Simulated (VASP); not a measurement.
A run of VASP 6.6.1 is set up as follows.

INCAR

```
PREC     = Accurate       # precision mode
ENCUT    = 600            # plane-wave cutoff, eV
EDIFF    = 1E-6           # SCF threshold, eV
ISMEAR   = 0              # smearing method
SIGMA    = 0.02           # smearing width, eV
LREAL    = F              # projectors in reciprocal space
LASPH    = T              # aspherical terms in the spheres
NELM     = 120            # most SCF steps
ALGO     = Normal         # electronic algorithm
ISIF     = 2              # what is computed and relaxed
LWAVE    = F              # write WAVECAR
LCHARG   = F              # write CHGCAR
GGA      = PE             # functional
NBANDS   = 15             # bands
GGA_COMPAT= F
```

The input KPOINTS:

```
regular mesh
0
Gamma
  12 12 12
```

File POSCAR:

```
TiC
1.0
    0.0000000000      2.4057000000      2.4057000000
    2.4057000000      0.0000000000      2.4057000000
    2.4057000000      2.4057000000      0.0000000000
Ti C
1 1
Direct
    0.0000000000      0.0000000000      0.0000000000
    0.2500000000      0.2500000000      0.2500000000
```

Potentials or basis: VASP PAW PBE potentials, release 64 (Ti_sv, C).

Launch:

```sh
$ cat potpaw_PBE.64/Ti_sv/POTCAR potpaw_PBE.64/C/POTCAR > POTCAR
$ mpirun -np 1 vasp_std > vasp.out
```

Q: Estimate the pressure.

A: -7.7 GPa.

Q: What does it give for the band gap on the k mesh?

A: 0.51 eV, direct.

 A k mesh can miss the band edges.
